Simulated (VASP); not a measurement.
# LiMg12 in VASP: further runs

LiMg12 is run at these levels: PBE+D3(BJ); tasks: single point.

Program: VASP 6.6.1. These are calculated values, not measurements. Logs are shortened: lines on timing, memory, paths and dates and some standing lists are left out, and cuts for length are marked.

## 1. The cell of the first run

The cell holds a slab with vacuum, 13 atoms: a = 6.420 Å, b = 6.420 Å, c = 17.213 Å, α = 90.00°, β = 90.00°, γ = 60.00°.

## 2. Single point, PBE+D3(BJ)

File INCAR:

```
SYSTEM = LiMg12
PREC = Accurate ; ENCUT = 520
EDIFF = 1E-6 ; ISMEAR = 0
SIGMA = 0.1 ; LREAL = .False.
LASPH = .True. ; NELM = 100
ALGO = Normal ; ISIF = 2
LWAVE = .False. ; LCHARG = .False.
GGA = PE ; IVDW = 12
NBANDS = 26
```

File KPOINTS:

```
regular mesh
0
Gamma
  5 5 1
  0 0 0
```

File POSCAR:

```
LiMg12
1.0
    6.4200000000      0.0000000000      0.0000000000
    3.2100000000      5.5598830000      0.0000000000
    0.0000000000      0.0000000000     17.2130400000
Mg Li
12 1
Direct
    0.0000000000      0.0000000000      0.0580954904
    0.5000000000      0.0000000000      0.0580954904
   -0.0000000450      0.5000000899      0.0580954904
    0.4999999550      0.5000000899      0.0580954904
   -0.1670762179      0.3328845229      0.2075327775
    0.3320125157      0.3323435044      0.2099049906
   -0.1676306302      0.8322045626      0.2101053620
    0.3353975444      0.8360438520      0.2078916914
    0.0068098078     -0.0057828555      0.3541211779
    0.5044273500      0.0045945211      0.3662384448
   -0.0043615103      0.4957055751      0.3662651106
    0.4937043661      0.5073146323      0.3534065453
    0.7411131125      0.2474821862      0.4902781844
```

Potentials or basis: VASP PAW PBE potentials, release 64 (Mg, Li_sv).

On the command line:

```
$ cat potpaw_PBE.64/Mg/POTCAR potpaw_PBE.64/Li_sv/POTCAR > POTCAR
$ mpirun -np 1 vasp_std > vasp.out
```

OUTCAR:

```text
SYSTEM = LiMg12
   PREC = Accurate
   ENCUT = 520
   EDIFF = 1E-6
   ISMEAR = 0
   LREAL = .False.
   LASPH = .True.
   NELM = 100
   ISIF = 2
   GGA = PE
   IVDW = 12
 IVDW          = 12

 ion  position               nearest neighbor table
   1  0.000  0.000  0.058-   5 3.17   8 3.18   4 3.21   3 3.21   2 3.21   2 3.21   3 3.21   4 3.21
                             7 3.21
   2  0.500  0.000  0.058-   8 3.16   6 3.20   7 3.20   3 3.21   4 3.21   1 3.21   1 3.21   4 3.21
                             3 3.21
   3  1.000  0.500  0.058-   5 3.17   6 3.20   7 3.20   2 3.21   1 3.21   4 3.21   4 3.21   1 3.21
                             2 3.21
   4  0.500  0.500  0.058-   5 3.17   8 3.18   1 3.21   2 3.21   3 3.21   3 3.21   2 3.21   1 3.21
                             6 3.21
   5  0.833  0.333  0.208-  12 3.14   9 3.15   1 3.17   4 3.17   3 3.17   6 3.20   7 3.20   8 3.21
                             8 3.21   7 3.22   6 3.22  11 3.28
   6  0.332  0.332  0.210-  12 3.10   8 3.18   3 3.20   2 3.20   5 3.20   7 3.21   4 3.21   7 3.21
                             5 3.22   8 3.24  10 3.25  11 3.28
   7  0.832  0.832  0.210-   9 3.11   8 3.18   3 3.20   2 3.20   5 3.20   6 3.21   6 3.21   1 3.21
                             5 3.22   8 3.24  10 3.25  11 3.28
   8  0.335  0.836  0.208-  12 3.10   9 3.11   2 3.16   6 3.18   7 3.18   1 3.18   4 3.18   5 3.21
                             5 3.21   7 3.24   6 3.24  10 3.31
   9  0.007  0.994  0.354-  13 2.88   7 3.11   8 3.11  12 3.13   5 3.15  11 3.19  10 3.20  10 3.24
                            11 3.24  12 3.29
  10  0.504  0.005  0.366-   9 3.20  12 3.20  11 3.21  11 3.21  12 3.24   9 3.24   7 3.25   6 3.25
                             8 3.31
  11  0.996  0.496  0.366-   9 3.19  12 3.19  10 3.21  10 3.21  12 3.24   9 3.24   7 3.28   5 3.28
                             6 3.28
  12  0.494  0.507  0.353-  13 2.86   6 3.10   8 3.10   9 3.13   5 3.14  11 3.19  10 3.20  10 3.24
                            11 3.24   9 3.29
  13  0.741  0.247  0.490-  12 2.86   9 2.88

  LATTYP: Found a hexagonal cell.
 ALAT       =     6.4199999201
 C/A-ratio  =     2.6811589119

  Lattice vectors:

 A1 = (  -3.2100000000,  -5.5598830000,   0.0000000000)
 A2 = (   6.4200000000,   0.0000000000,   0.0000000000)
 A3 = (   0.0000000000,   0.0000000000,  17.2130400000)

Analysis of symmetry for initial positions (statically):
=====================================================================
 Subroutine PRICEL returns:
 Original cell was already a primitive cell.

 Routine SETGRP: Setting up the symmetry group for a
 hexagonal supercell.

 Subroutine GETGRP returns: Found  1 space group operations
 (whereof  1 operations were pure point group operations)
 out of a pool of 24 trial point group operations.

The static configuration has the point symmetry C_1 .

Analysis of symmetry for dynamics (positions and initial velocities):
=====================================================================
 Subroutine PRICEL returns:
 Original cell was already a primitive cell.

 Routine SETGRP: Setting up the symmetry group for a
 hexagonal supercell.

 Subroutine GETGRP returns: Found  1 space group operations
 (whereof  1 operations were pure point group operations)
 out of a pool of 24 trial point group operations.

The dynamic configuration has the point symmetry C_1 .

 Subroutine INISYM returns: Found  1 space group operations
 (whereof  1 operations are pure point group operations),
 and found     1 'primitive' translations

----------------------------------------------------------------------------------------

                                     Primitive cell

  volume of cell :     614.4100

  direct lattice vectors                    reciprocal lattice vectors
     6.420000000  0.000000000  0.000000000     0.155763240 -0.089929950  0.000000000
     3.210000000  5.559883000  0.000000000     0.000000000  0.179859900  0.000000000
     0.000000000  0.000000000 17.213040000     0.000000000  0.000000000  0.058095490

  length of vectors
     6.420000000  6.419999920 17.213040000     0.179859898  0.179859900  0.058095490

  position of ions in fractional coordinates (direct lattice)
     0.000000000  0.000000000  0.058095490
[... 42 lines left out ...]
     0.000000000  0.000000000  0.058095490     0.000000000  0.000000000  1.000000000

  Length of vectors
     0.035971980  0.035971980  0.058095490

  Shift w.r.t. Gamma in fractional coordinates (k-lattice)
     0.000000000  0.000000000  0.000000000

 Subroutine IBZKPT returns following result:
 ===========================================

 Found     13 irreducible k-points:

 Following reciprocal coordinates:
            Coordinates               Weight
  0.000000  0.000000  0.000000      1.000000
  0.200000  0.000000  0.000000      2.000000
  0.200000  0.200000  0.000000      2.000000
  0.000000  0.200000  0.000000      2.000000
  0.400000 -0.000000  0.000000      2.000000
  0.400000  0.400000  0.000000      2.000000
  0.000000  0.400000  0.000000      2.000000
  0.400000  0.200000  0.000000      2.000000
  0.200000  0.400000  0.000000      2.000000
 -0.200000  0.200000  0.000000      2.000000
 -0.400000  0.200000  0.000000      2.000000
  0.400000 -0.400000  0.000000      2.000000
 -0.200000  0.400000  0.000000      2.000000
   k-points           NKPTS =     13   k-points in BZ     NKDIM =     13   number of bands    NBANDS=     26
   number of dos      NEDOS =    301   number of ions     NIONS =     13
   total plane-waves  NPLWV = 294912
   dimension x,y,z NGX =    48 NGY =   48 NGZ =  128
   dimension x,y,z NGXF=    96 NGYF=   96 NGZF=  256
   ions per type =              12   1
   NGX,Y,Z   is equivalent  to a cutoff of  12.43, 12.43, 12.36 a.u.
   NGXF,Y,Z  is equivalent  to a cutoff of  24.86, 24.86, 24.72 a.u.
 SYSTEM =  LiMg12
   PREC   = accura    normal or accurate (medium, high low for compatibility)
   ISTART =      0    job   : 0-new  1-cont  2-samecut
   ICHARG =      2    charge: 1-file 2-atom 10-const
   ISPIN  =      1    spin polarized calculation?
   LNONCOLLINEAR =      F non collinear calculations
   LSORBIT =      F    spin-orbit coupling
   LASPH  =      T    aspherical Exc in radial PAW
   ENCUT  =  520.0 eV  38.22 Ry    6.18 a.u.  11.94 11.94 32.00*2*pi/ulx,y,z
   NELM   =    100;   NELMIN=  2; NELMDL= -5     # of ELM steps
   EDIFF  = 0.1E-05   stopping-criterion for ELM
   LREAL  =      F    real-space projection
   EDIFFG = 0.1E-04   stopping-criterion for IOM
   NSW    =      0    number of steps for IOM
   IBRION =     -1    ionic relax: 0-MD 1-quasi-New 2-CG
   NFREE  =      0    steps in history (QN), initial steepest desc. (CG)
   ISIF   =      2    stress and relaxation
   ISYM   =      2    0-nonsym 1-usesym 2-fastsym
   POTIM  = 0.5000    time-step for ionic-motion
   TEBEG  =    0.0;   TEEND  =   0.0 temperature during run
   PSTRESS=    0.0 pullay stress
   NELECT =      27.0000    total number of electrons
   NUPDOWN=      -1.0000    fix difference up-down
   EMIN   =  10.00;   EMAX   =-10.00  energy-range for DOS
   EFERMI =   0.00;   METHOD = LEGACY
   ISMEAR =     0;   SIGMA  =   0.10  broadening in eV -4-tet -1-fermi 0-gaus
   EFERMI_NEDOS =   21; number of points for ismear=-14 and -15
   IALGO  =     38    algorithm
   IMIX   =      4    mixing-type and parameters
     AMIX     =   0.40;   BMIX     =  1.00
     AMIX_MAG =   1.60;   BMIX_MAG =  1.00
  volume/ion in A,a.u.               =      47.26       318.94
  Fermi-wavevector in a.u.,A,eV,Ry     =   0.577710  1.091714  4.540931  0.333749
  Thomas-Fermi vector in A             =   1.620723
   LORBIT       =      0    0 simple, 1 ext, 2 COOP (PROOUT), +10 PAW based schemes
   GGA     = PE    functional components
   LHFCALC =     F    Hartree Fock is set to
   AEXX    =    0.0000 exact exchange contribution
   IVDW    =    12    specifies the selected vdW correction
   LEPSILON=     F    determine dielectric tensor
   LRPA    =     F    only Hartree local field effects (RPA)
 non-spin polarized calculation
 Gauss-broadening in eV      SIGMA  =   0.10
  energy-cutoff  :      520.00
  volume of cell :      614.41
 maximum number of plane-waves:     16562
   NGX = 23   NGY = 23   NGZ = 65

 number of electron      27.0000004 magnetization

 Free energy of the ion-electron system (eV)
  ---------------------------------------------------
  ext. energy  EPLUGINS =         0.00000000
  ---------------------------------------------------
  free energy    TOTEN  =       -17.29103741 eV

  energy without entropy =      -17.24999810  energy(sigma->0) =      -17.27051776

 E-fermi :  -0.2405     XC(G=0):  -5.0633

 val. band max:       -0.2526371392   @ k =   0.4000  -0.4000   0.0000
 cond. band min:      -0.2191255744   @ k =   0.4000   0.4000   0.0000
 fundamental gap:      0.0335115648
 Fermi energy:        -0.2404530617

 k-point     1 :       0.0000    0.0000    0.0000
  band No.  band energies     occupation
      1     -48.5699      2.00000
      2      -6.7749      2.00000
      3      -5.5010      2.00000
      4      -3.5730      2.00000
      5      -2.1289      2.00000
      6      -2.0944      2.00000
[... 353 lines left out ...]
     24       2.8126      0.00000
     25       2.8566      0.00000
 [bands above 25 left out]

------------------------ aborting loop because EDIFF is reached ----------------------------------------

 Edisp (eV)   -2.57663

 E8    (eV) :    -1.1691

  FORCE on cell =-STRESS in cart. coord.  units (eV):
  Direction    XX          YY          ZZ          XY          YZ          ZX
  --------------------------------------------------------------------------------------
  -------------------------------------------------------------------------------------
  Total      -7.78529    -7.31248    -0.30858    -0.40326    -0.00642     0.01464
  in kB     -20.30145   -19.06851    -0.80467    -1.05156    -0.01673     0.03818
  external pressure =      -13.39 kB  Pullay stress =        0.00 kB

 VOLUME and BASIS-vectors are now :
 -----------------------------------------------------------------------------
  energy-cutoff  :      520.00
  volume of cell :      614.41
      direct lattice vectors                 reciprocal lattice vectors
     6.420000000  0.000000000  0.000000000     0.155763240 -0.089929950  0.000000000
     3.210000000  5.559883000  0.000000000     0.000000000  0.179859900  0.000000000
     0.000000000  0.000000000 17.213040000     0.000000000  0.000000000  0.058095490

 POSITION                                       TOTAL-FORCE (eV/Angst)
 -----------------------------------------------------------------------------------
      0.00000      0.00000      1.00000        -0.035577      0.019195      0.005293
      3.21000      0.00000      1.00000         0.043290      0.023600      0.007758
      8.02500      2.77994      1.00000        -0.007014     -0.002685      0.010605
      4.81500      2.77994      1.00000        -0.000342     -0.039010      0.004815
      6.41593      1.85080      3.57227        -0.001920     -0.000732     -0.001269
      3.19834      1.84779      3.61310        -0.002884      0.001714      0.001554
      8.01519      4.62696      3.61655        -0.000725     -0.003683      0.001120
      4.83695      4.64831      3.57845        -0.004861     -0.003542     -0.005056
      3.23516      5.52773      6.09550         0.003811      0.010377     -0.004687
      3.25317      0.02554      6.30408         0.002877      0.002253     -0.000524
      7.98321      2.75607      6.30454        -0.002216     -0.001139      0.003220
      4.79806      2.82061      6.08320         0.009879     -0.000666     -0.000130
      5.55236      1.37597      8.43918        -0.004316     -0.005680     -0.022700
 -----------------------------------------------------------------------------------
    total drift:                               -0.000171      0.000716     -0.000408

  FREE ENERGIE OF THE ION-ELECTRON SYSTEM (eV)
  ---------------------------------------------------
  free  energy   TOTEN  =       -19.8676704035 eV

  energy  without entropy=      -19.8266310920  energy(sigma->0) =      -19.84715075
```

It took 3.1 min on 1 thread of Oxide Virtual Turin-like, shared host; peak memory 0.63 GiB.

Results:

- Free energy: -19.8677 eV
- Largest force: 0.050 eV/Å
- Band gap on the k mesh: zero (an odd number of electrons rules out a gap without spin polarisation)
- Dispersion energy per atom: -0.198 eV

Forces in eV/Å, atoms in the order of the input:
```
Mg  -0.036  0.019  0.005
Mg   0.043  0.024  0.008
Mg  -0.007 -0.003  0.011
Mg   0.000 -0.039  0.005
Mg  -0.002 -0.001 -0.001
Mg  -0.003  0.002  0.002
Mg  -0.001 -0.004  0.001
Mg  -0.005 -0.004 -0.005
Mg   0.004  0.010 -0.005
Mg   0.003  0.002 -0.001
Mg  -0.002 -0.001  0.003
Mg   0.010 -0.001  0.000
Li  -0.004 -0.006 -0.023
```

Levels at points of the mesh, in eV from the Fermi level:
```
           k point  band 10  band 11  band 12  band 13  band 14  band 15  band 16  band 17  band 18  band 19
(0.00, 0.00, 0.00)    -1.71    -1.27    -0.84    -0.82    -0.77    -0.30    -0.25    -0.21     0.68     1.12
```

Caveat: the cutoff is under 1.25 times the usual one of these potentials, so pressure, stress and relaxed cells hold a basis-set (Pulay) error; there is no dipole correction, which matters where the two faces differ.

## 3. Single point, PBE+D3(BJ)

File INCAR:

```
SYSTEM = LiMg12
ALGO = Normal
EDIFF = 1E-6
ENCUT = 520
GGA = PE
ISIF = 2
ISMEAR = 0
IVDW = 12
LASPH = .TRUE.
LCHARG = .TRUE.
LELF = .TRUE.
LREAL = .FALSE.
LVHAR = .TRUE.
LWAVE = .FALSE.
NBANDS = 26
NELM = 100
PREC = Accurate
SIGMA = 0.1
```

File KPOINTS:

```
k-points
0
G
  5 5 1
  0 0 0
```

File POSCAR:

```
LiMg12
1.0
    6.4200000000      0.0000000000      0.0000000000
    3.2100000000      5.5598830000      0.0000000000
    0.0000000000      0.0000000000     17.2130400000
Mg Li
12 1
Direct
    0.0000000000      0.0000000000      0.0580954904
    0.5000000000      0.0000000000      0.0580954904
   -0.0000000450      0.5000000899      0.0580954904
    0.4999999550      0.5000000899      0.0580954904
   -0.1635672661      0.3316987066      0.2101352812
    0.3343973486      0.3327757077      0.2071903627
   -0.1638224788      0.8317085090      0.2101518384
    0.3295134309      0.8351893376      0.2079521107
   -0.0087298893      0.0038236416      0.3682215344
    0.4984548597     -0.0047312147      0.3541472628
    0.0063239086      0.4966266376      0.3639926474
    0.4991273917      0.5065302633      0.3532586922
    0.4413122334      0.2836369039      0.4890087980
```

Potentials or basis: VASP PAW PBE potentials, release 64 (Mg, Li_sv).

On the command line:

```
$ cat potpaw_PBE.64/Mg/POTCAR potpaw_PBE.64/Li_sv/POTCAR > POTCAR
$ mpirun -np 1 vasp_std > vasp.out
```

Run time: 3.2 min. Hardware: 1 thread of Oxide Virtual Turin-like, shared host; peak memory 0.63 GiB.

Results (log left out):

```yaml
Free_energy: -19.8688 eV
Largest_force: 0.036 eV/Å
Band_gap_on_the_k_mesh: zero (an odd number of electrons rules out a gap without spin polarisation)
Dispersion_energy_per_atom: -0.198 eV
```

Forces in eV/Å, atoms in the order of the input:
```
Mg  -0.031  0.017  0.005
Mg   0.026  0.018  0.004
Mg   0.011 -0.006  0.012
Mg  -0.002 -0.031  0.003
Mg   0.003 -0.004 -0.009
Mg  -0.003 -0.002 -0.005
Mg   0.001  0.002  0.001
Mg   0.000  0.006 -0.006
Mg   0.004  0.002 -0.009
Mg   0.001 -0.005 -0.008
Mg   0.003  0.000 -0.004
Mg   0.000  0.002 -0.001
Li  -0.012  0.002  0.016
```

Levels at points of the mesh, in eV from the Fermi level:
```
           k point  band 10  band 11  band 12  band 13  band 14  band 15  band 16  band 17  band 18  band 19
(0.00, 0.00, 0.00)    -1.72    -1.27    -0.85    -0.81    -0.77    -0.31    -0.27    -0.21     0.70     1.08
```

Caveat: the cutoff is under 1.25 times the usual one of these potentials, so pressure, stress and relaxed cells hold a basis-set (Pulay) error; there is no dipole correction, which matters where the two faces differ.

## 4. Single point, PBE+D3(BJ)

File INCAR:

```
SYSTEM = LiMg12
ALGO     = Normal         ! electronic algorithm
EDIFF    = 1E-7           ! SCF threshold, eV
ENCUT    = 520            ! plane-wave cutoff, eV
GGA      = PE             ! functional
ISIF     = 2              ! what is computed and relaxed
ISMEAR   = 0              ! smearing method
IVDW     = 12             ! dispersion correction
LASPH    = .True.         ! aspherical terms in the spheres
LCHARG   = .False.        ! write CHGCAR
LREAL    = .False.        ! projectors in reciprocal space
LWAVE    = .False.        ! write WAVECAR
NBANDS   = 26             ! bands
NELM     = 60             ! most SCF steps
PREC     = Accurate       ! precision mode
SIGMA    = 0.1            ! smearing width, eV
```

File KPOINTS:

```
k-points
0
Gamma
  5 5 1
  0 0 0
```

File POSCAR:

```
LiMg12
1.0
    6.4200000000      0.0000000000      0.0000000000
    3.2100000000      5.5598830000      0.0000000000
    0.0000000000      0.0000000000     17.2130400000
Mg Li
12 1
Direct
    0.0000000000      0.0000000000      0.0580954904
    0.5000000000      0.0000000000      0.0580954904
   -0.0000000450      0.5000000899      0.0580954904
    0.4999999550      0.5000000899      0.0580954904
   -0.1659278044      0.3336104375      0.2093670264
    0.3330863992      0.3336611580      0.2082224290
   -0.1661359824      0.8330529617      0.2100188578
    0.3301049093      0.8362001503      0.2078089634
   -0.0038543329      0.0026759556      0.3611264483
    0.4971820068     -0.0011428298      0.3561617239
    0.0032239910      0.4985414261      0.3680980815
    0.4964953706      0.5074849597      0.3541195512
    0.6184334338      0.2022384284      0.4893979216
```

On the command line:

```
$ cat potpaw_PBE.64/Mg/POTCAR potpaw_PBE.64/Li_sv/POTCAR > POTCAR
$ mpirun -np 1 vasp_std > vasp.out
```

Wall time 3.5 min (1 thread of Oxide Virtual Turin-like, shared host); peak memory 0.62 GiB.

Results (log left out):

- Free energy: -19.8775 eV
- Largest force: 0.059 eV/Å
- Band gap on the k mesh: zero (an odd number of electrons rules out a gap without spin polarisation)
- Dispersion energy per atom: -0.198 eV

Forces on the atoms (eV/Å):
```
Mg  -0.052  0.027  0.009
Mg   0.047  0.020  0.007
Mg  -0.001  0.005  0.005
Mg   0.004 -0.044  0.004
Mg  -0.001 -0.001 -0.001
Mg   0.000  0.001  0.002
Mg   0.001  0.001 -0.006
Mg   0.001 -0.002  0.003
Mg   0.007 -0.003 -0.023
Mg   0.001  0.002 -0.001
Mg  -0.010  0.008 -0.005
Mg  -0.003  0.000  0.005
Li   0.005 -0.012  0.002
```

Levels at points of the mesh, in eV from the Fermi level:
```
           k point  band 10  band 11  band 12  band 13  band 14  band 15  band 16  band 17  band 18  band 19
(0.00, 0.00, 0.00)    -1.72    -1.27    -0.84    -0.82    -0.79    -0.28    -0.25    -0.24     0.70     1.17
```

Caveat: the cutoff is under 1.25 times the usual one of these potentials, so pressure, stress and relaxed cells hold a basis-set (Pulay) error; there is no dipole correction, which matters where the two faces differ.

## 5. The runs side by side

| cell | gap on the mesh (eV) | largest force (eV/Å) |
| --- | --- | --- |
| as given, atomic positions A | none | 0.05 |
| as given, atomic positions B | none | 0.04 |
| as given, atomic positions C | none | 0.06 |

Alike in all rows: task single point; level PBE+D3(BJ); potentials or basis VASP PAW PBE potentials, release 64 (Mg, Li_sv); no spin polarisation; k mesh 5 × 5 × 1; cutoff (eV) 520; smearing gaussian 0.1 eV.

Caveats: the cutoff is under 1.25 times the usual one of these potentials, so pressure, stress and relaxed cells hold a basis-set (Pulay) error; there is no dipole correction, which matters where the two faces differ.

Total energies depend on the potentials used, so only differences within one code and one set of settings carry meaning.

The gap in the log of VASP goes by the Fermi energy; the results here count the filled bands.